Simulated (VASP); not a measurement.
# HfB2 (P6/mmm) in VASP: notebook

The runs below take HfB2 through single point, with PBEsol.

Everything below comes from runs of VASP 6.6.1. Logs are shortened: lines on timing, memory, paths and dates and some standing lists are left out, and cuts for length are marked.

### 1 The cell of the first run

The structure is hexagonal, space group P6/mmm (No. 191). The conventional cell has a = 3.150 Å, b = 3.150 Å, c = 3.492 Å, α = 90.00°, β = 90.00°, γ = 120.00°. Hf (site symmetry 6/mmm) has 12 B at 2.52 Å and 6 Hf at 3.15 Å within 3.3 Å. B (site symmetry -6m2) has 3 B at 1.82 Å within 2.4 Å.

### 2 Single point, PBEsol

INCAR

```
SYSTEM = HfB2
ALGO = Normal
EDIFF = 1E-6
ENCUT = 520
GGA = PS
ISIF = 2
ISMEAR = 1
LASPH = .True.
LCHARG = .True.
LELF = .True.
LREAL = .False.
LVHAR = .True.
LWAVE = .False.
NBANDS = 15
NELM = 80
PREC = Accurate
SIGMA = 0.1
```

KPOINTS

```
k-points
0
Gamma
  11 11 8
  0 0 0
```

POSCAR

```
HfB2
1.0
    3.1504319703      0.0000000000      0.0000000000
   -1.5752159852      2.7283541213      0.0000000000
    0.0000000000      0.0000000000      3.4915615467
Hf B
1 2
Direct
    0.0000000000      0.0000000000      0.0000000000
    0.3333333333      0.6666666667      0.5000000000
    0.6666666667      0.3333333333      0.5000000000
```

Potentials or basis: VASP PAW PBE potentials, release 64 (Hf_pv, B).

Started as:

```console
cat potpaw_PBE.64/Hf_pv/POTCAR potpaw_PBE.64/B/POTCAR > POTCAR
mpirun -np 1 vasp_std > vasp.out
```

OUTCAR:

```text
SYSTEM = HfB2
   EDIFF = 1E-6
   ENCUT = 520
   GGA = PS
   ISIF = 2
   ISMEAR = 1
   LASPH = .True.
   LREAL = .False.
   NELM = 80
   PREC = Accurate

 ion  position               nearest neighbor table
   1  0.000  0.000  0.000-   2 2.52   3 2.52   2 2.52   3 2.52   3 2.52   3 2.52   2 2.52   2 2.52
                             3 2.52   3 2.52   2 2.52   2 2.52
   2  0.333  0.667  0.500-   3 1.82   3 1.82   3 1.82   1 2.52   1 2.52   1 2.52   1 2.52   1 2.52
                             1 2.52
   3  0.667  0.333  0.500-   2 1.82   2 1.82   2 1.82   1 2.52   1 2.52   1 2.52   1 2.52   1 2.52
                             1 2.52

  LATTYP: Found a hexagonal cell.
 ALAT       =     3.1504319703
 C/A-ratio  =     1.1082802548

  Lattice vectors:

 A1 = (   3.1504319703,   0.0000000000,   0.0000000000)
 A2 = (  -1.5752159852,   2.7283541213,   0.0000000000)
 A3 = (   0.0000000000,   0.0000000000,   3.4915615467)

Analysis of symmetry for initial positions (statically):
=====================================================================
 Subroutine PRICEL returns:
 Original cell was already a primitive cell.

 Routine SETGRP: Setting up the symmetry group for a
 hexagonal supercell.

 Subroutine GETGRP returns: Found 24 space group operations
 (whereof 24 operations were pure point group operations)
 out of a pool of 24 trial point group operations.

The static configuration has the point symmetry D_6h.

Analysis of symmetry for dynamics (positions and initial velocities):
=====================================================================
 Subroutine PRICEL returns:
 Original cell was already a primitive cell.

 Routine SETGRP: Setting up the symmetry group for a
 hexagonal supercell.

 Subroutine GETGRP returns: Found 24 space group operations
 (whereof 24 operations were pure point group operations)
 out of a pool of 24 trial point group operations.

The dynamic configuration has the point symmetry D_6h.

 Subroutine INISYM returns: Found 24 space group operations
 (whereof 24 operations are pure point group operations),
 and found     1 'primitive' translations

----------------------------------------------------------------------------------------

                                     Primitive cell

  volume of cell :      30.0117

  direct lattice vectors                    reciprocal lattice vectors
     3.150431970  0.000000000  0.000000000     0.317416789  0.183260668  0.000000000
    -1.575215985  2.728354121  0.000000000     0.000000000  0.366521337  0.000000000
     0.000000000  0.000000000  3.491561547     0.000000000  0.000000000  0.286404804

  length of vectors
     3.150431970  3.150431972  3.491561547     0.366521337  0.366521337  0.286404804

  position of ions in fractional coordinates (direct lattice)
     0.000000000  0.000000000  0.000000000
     0.333333333  0.666666667  0.500000000
     0.666666667  0.333333333  0.500000000

  ion indices of the primitive-cell ions
   primitive index   ion index
                 1           1
                 2           2
                 3           3

----------------------------------------------------------------------------------------

 KPOINTS: k-points

Automatic generation of k-mesh.
 Grid dimensions read from file:
 generate k-points for:   11   11    8

 Generating k-lattice:

  Cartesian coordinates                     Fractional coordinates (reciprocal lattice)
     0.028856072  0.016660061  0.000000000     0.090909091  0.000000000  0.000000000
     0.000000000  0.033320122  0.000000000     0.000000000  0.090909091  0.000000000
     0.000000000  0.000000000  0.035800600     0.000000000  0.000000000  0.125000000

  Length of vectors
     0.033320122  0.033320122  0.035800600

  Shift w.r.t. Gamma in fractional coordinates (k-lattice)
     0.000000000  0.000000000  0.000000000

 Subroutine IBZKPT returns following result:
 ===========================================

 Found     80 irreducible k-points:

 Following reciprocal coordinates:
            Coordinates               Weight
  0.000000  0.000000  0.000000      1.000000
  0.090909 -0.000000  0.000000      6.000000
  0.181818 -0.000000  0.000000      6.000000
  0.272727  0.000000  0.000000      6.000000
  0.363636 -0.000000  0.000000      6.000000
  0.454545  0.000000  0.000000      6.000000
[... 16 lines left out ...]
  0.090909  0.090909  0.125000     12.000000
  0.181818  0.090909  0.125000     24.000000
 [... further k-points ...]
   k-points           NKPTS =     80   k-points in BZ     NKDIM =     80   number of bands    NBANDS=     15
   number of dos      NEDOS =    301   number of ions     NIONS =      3
   total plane-waves  NPLWV =  16128
   dimension x,y,z NGX =    24 NGY =   24 NGZ =   28
   dimension x,y,z NGXF=    48 NGYF=   48 NGZF=   56
   ions per type =               1   2
   NGX,Y,Z   is equivalent  to a cutoff of  12.66, 12.66, 13.33 a.u.
   NGXF,Y,Z  is equivalent  to a cutoff of  25.33, 25.33, 26.66 a.u.
 SYSTEM =  HfB2
   PREC   = accura    normal or accurate (medium, high low for compatibility)
   ISTART =      0    job   : 0-new  1-cont  2-samecut
   ICHARG =      2    charge: 1-file 2-atom 10-const
   ISPIN  =      1    spin polarized calculation?
   LNONCOLLINEAR =      F non collinear calculations
   LSORBIT =      F    spin-orbit coupling
   LASPH  =      T    aspherical Exc in radial PAW
   ENCUT  =  520.0 eV  38.22 Ry    6.18 a.u.   5.86  5.86  6.49*2*pi/ulx,y,z
   NELM   =     80;   NELMIN=  2; NELMDL= -5     # of ELM steps
   EDIFF  = 0.1E-05   stopping-criterion for ELM
   LREAL  =      F    real-space projection
   EDIFFG = 0.1E-04   stopping-criterion for IOM
   NSW    =      0    number of steps for IOM
   IBRION =     -1    ionic relax: 0-MD 1-quasi-New 2-CG
   NFREE  =      0    steps in history (QN), initial steepest desc. (CG)
   ISIF   =      2    stress and relaxation
   ISYM   =      2    0-nonsym 1-usesym 2-fastsym
   POTIM  = 0.5000    time-step for ionic-motion
   TEBEG  =    0.0;   TEEND  =   0.0 temperature during run
   PSTRESS=    0.0 pullay stress
   NELECT =      16.0000    total number of electrons
   NUPDOWN=      -1.0000    fix difference up-down
   EMIN   =  10.00;   EMAX   =-10.00  energy-range for DOS
   EFERMI =   0.00;   METHOD = LEGACY
   ISMEAR =     1;   SIGMA  =   0.10  broadening in eV -4-tet -1-fermi 0-gaus
   EFERMI_NEDOS =   21; number of points for ismear=-14 and -15
   IALGO  =     38    algorithm
   IMIX   =      4    mixing-type and parameters
     AMIX     =   0.40;   BMIX     =  1.00
     AMIX_MAG =   1.60;   BMIX_MAG =  1.00
  volume/ion in A,a.u.               =      10.00        67.51
  Fermi-wavevector in a.u.,A,eV,Ry     =   1.327449  2.508516 23.975124  1.762122
  Thomas-Fermi vector in A             =   2.456761
   LORBIT       =      0    0 simple, 1 ext, 2 COOP (PROOUT), +10 PAW based schemes
   GGA     = PS    functional components
   LHFCALC =     F    Hartree Fock is set to
   AEXX    =    0.0000 exact exchange contribution
   IVDW    =     0    specifies the selected vdW correction
   LEPSILON=     F    determine dielectric tensor
   LRPA    =     F    only Hartree local field effects (RPA)
 non-spin polarized calculation
 Methfessel and Paxton  Order N= 1 SIGMA  =   0.10
  energy-cutoff  :      520.00
  volume of cell :       30.01
 maximum number of plane-waves:       820
 NGX is ok and might be reduce to    24
   NGX = 11   NGY = 11   NGZ = 13

 number of electron      15.9999998 magnetization

 Free energy of the ion-electron system (eV)
  ---------------------------------------------------
  ext. energy  EPLUGINS =         0.00000000
  ---------------------------------------------------
  free energy    TOTEN  =       -27.85112246 eV

  energy without entropy =      -27.85137128  energy(sigma->0) =      -27.85120540

 E-fermi :   7.2830     XC(G=0): -12.6352

 val. band max:        7.2198243988   @ k =   0.0909   0.0909   0.2500
 cond. band min:       7.4438699352   @ k =   0.2727   0.1818   0.0000
 fundamental gap:      0.2240455364
 Fermi energy:         7.2829916949

 k-point     1 :       0.0000    0.0000    0.0000
  band No.  band energies     occupation
      1     -23.1371      2.00000
      2     -22.6433      2.00000
      3     -22.6433      2.00000
      4      -6.1938      2.00000
      5       4.4565      2.00000
      6       4.6065      2.00000
      7       4.6065      2.00000
      8       4.7200      2.00000
      9      11.4146      0.00000
     10      11.4146      0.00000
     11      12.0827      0.00000
     12      12.0827      0.00000
     13      12.4298      0.00000
     14      12.4298      0.00000
     15      12.4602      0.00000

 k-point     2 :       0.0909   -0.0000    0.0000
  band No.  band energies     occupation
      1     -23.1269      2.00000
      2     -22.7060      2.00000
      3     -22.6572      2.00000
      4      -6.0167      2.00000
      5       4.1090      2.00000
      6       4.5673      2.00000
      7       4.5961      2.00000
      8       4.6336      2.00000
      9      10.8706      0.00000
     10      11.2924      0.00000
     11      11.3603      0.00000
     12      11.6324      0.00000
     13      12.9853      0.00000
     14      13.3370      0.00000
     15      13.6680      0.00000

 k-point     3 :       0.1818   -0.0000    0.0000
  band No.  band energies     occupation
      1     -23.0996      2.00000
      2     -22.8707      2.00000
      3     -22.6943      2.00000
      4      -5.5078      2.00000
      5       2.9599      2.00000
      6       4.2126      2.00000
      7       4.5309      2.00000
      8       5.0284      2.00000
      9       9.7499      0.00000
     10      10.9866      0.00000
     11      11.1160      0.00000
     12      11.7141      0.00000
     13      13.3818      0.00000
     14      14.4313      0.00000
     15      14.8799      0.00000
[... 343 lines left out ...]
 k-point    23 :       0.0909    0.0909    0.1250
  band No.  band energies     occupation
      1     -23.1472      2.00000
      2     -22.8119      2.00000
      3     -22.6834      2.00000
      4      -5.4517      2.00000
      5       3.1745      2.00000
      6       3.4544      2.00000
      7       4.4237      2.00000
      8       6.0200      2.00000
      9       8.9584     -0.00000
     10      10.3891      0.00000
     11      11.7261      0.00000
     12      12.5637      0.00000
     13      13.6498      0.00000
     14      13.6763      0.00000
     15      14.4141      0.00000

 k-point    24 :       0.1818    0.0909    0.1250
  band No.  band energies     occupation
      1     -23.1144      2.00000
      2     -22.9875      2.00000
      3     -22.7353      2.00000
      4      -4.8336      2.00000
      5       2.2277      2.00000
      6       3.2754      2.00000
      7       4.0004      2.00000
      8       6.1202      2.00000
      9       8.2971     -0.00000
     10      10.8702      0.00000
     11      11.6605      0.00000
     12      12.4108      0.00000
     13      13.7160      0.00000
     14      14.4112      0.00000
     15      15.9701      0.00000

 [... further k-points ...]
[... 5 lines left out ...]
  --------------------------------------------------------------------------------------
  -------------------------------------------------------------------------------------
  Total       -1.2429989     -1.2429989     -1.4043076      0.0000000     -0.0000000     -0.0000000
  in kB      -66.3576158    -66.3576159    -74.9690988      0.0000000     -0.0000000     -0.0000000
  external PRESSURE =     -69.2281101 kB  Pullay stress =       0.0000000 kB

 VOLUME and BASIS-vectors are now :
 -----------------------------------------------------------------------------
  energy-cutoff  :      520.00
  volume of cell :       30.01
      direct lattice vectors                 reciprocal lattice vectors
     3.150431970  0.000000000  0.000000000     0.317416789  0.183260668  0.000000000
    -1.575215985  2.728354121  0.000000000     0.000000000  0.366521337  0.000000000
     0.000000000  0.000000000  3.491561547     0.000000000  0.000000000  0.286404804

 POSITION                                       TOTAL-FORCE (eV/Angst)
 -----------------------------------------------------------------------------------
      0.00000      0.00000      0.00000        -0.000000      0.000000      0.000000
     -0.00000      1.81890      1.74578        -0.000000     -0.000000      0.000000
      1.57522      0.90945      1.74578         0.000000      0.000000      0.000000
 -----------------------------------------------------------------------------------
    total drift:                               -0.000000      0.000000     -0.000000

  FREE ENERGIE OF THE ION-ELECTRON SYSTEM (eV)
  ---------------------------------------------------
  free  energy   TOTEN  =       -27.8511224560 eV

  energy  without entropy=      -27.8513712829  energy(sigma->0) =      -27.85120540
```

It took 35 s on 1 thread of Intel Xeon 8259CL, shared host; peak memory 0.17 GiB.

What came out:

```yaml
Free_energy: -27.8511 eV
Pressure: -6.9 GPa
Band_gap_on_the_k_mesh: zero (band 8 reaches 8.03 eV, above the bottom of band 9 at 6.96 eV)
```

Stress tensor (GPa, compression positive):
```
-6.64  0.00  0.00
 0.00 -6.64  0.00
 0.00  0.00 -7.50
```

Caveat: the PAW data sets were made with another functional, which shifts forces and pressure a little; spin-orbit coupling is left out, which moves the levels of the heavy elements.

### 3 Single point, PBEsol

This run uses another cell than the first one, of 10.30 Å³/atom, 1.030 times its volume.

INCAR

```
SYSTEM = HfB2
PREC = Accurate ; ENCUT = 520
EDIFF = 1E-6 ; ISMEAR = 1
SIGMA = 0.1 ; LREAL = .False.
LASPH = .True. ; NELM = 80
ALGO = Normal ; ISIF = 2
LWAVE = .False. ; LCHARG = .False.
GGA = PS ; NBANDS = 15
```

KPOINTS

```
Automatic mesh
0
Gamma
  11 11 8
  0 0 0
```

POSCAR

```
HfB2
1.0
    3.1813205280      0.0000000000      0.0000000000
   -1.5906602640      2.7551043970      0.0000000000
    0.0000000000      0.0000000000      3.5257947253
Hf B
1 2
Direct
    0.0000000000      0.0000000000      0.0000000000
    0.3333333333      0.6666666667      0.5000000000
    0.6666666667      0.3333333333      0.5000000000
```

Potentials or basis: VASP PAW PBE potentials, release 64 (Hf_pv, B).

Started as:

```console
cat potpaw_PBE.64/Hf_pv/POTCAR potpaw_PBE.64/B/POTCAR > POTCAR
mpirun -np 1 vasp_std > vasp.out
```

Run time: 40 s. Hardware: 1 thread of Intel Xeon 8259CL, shared host; peak memory 0.17 GiB.

The run converged. Its results:

```yaml
Free_energy: -27.7942 eV
Pressure: -13.5 GPa
Band_gap_on_the_k_mesh: zero (band 8 reaches 7.78 eV, above the bottom of band 9 at 6.75 eV)
```

Levels at points of the mesh, in eV from the Fermi level:
```tsv
k point	band 5	band 6	band 7	band 8	band 9	band 10	band 11	band 12
(0.00, 0.00, 0.00)	-2.76	-2.63	-2.63	-2.58	3.98	3.98	4.63	4.63
(0.00, 0.00, 0.50)	-8.05	-0.97	-0.97	0.46	0.46	1.12	1.12	2.28
```

Caveat: the PAW data sets were made with another functional, which shifts forces and pressure a little; spin-orbit coupling is left out, which moves the levels of the heavy elements.

(Part 1 of 2 ends here.)
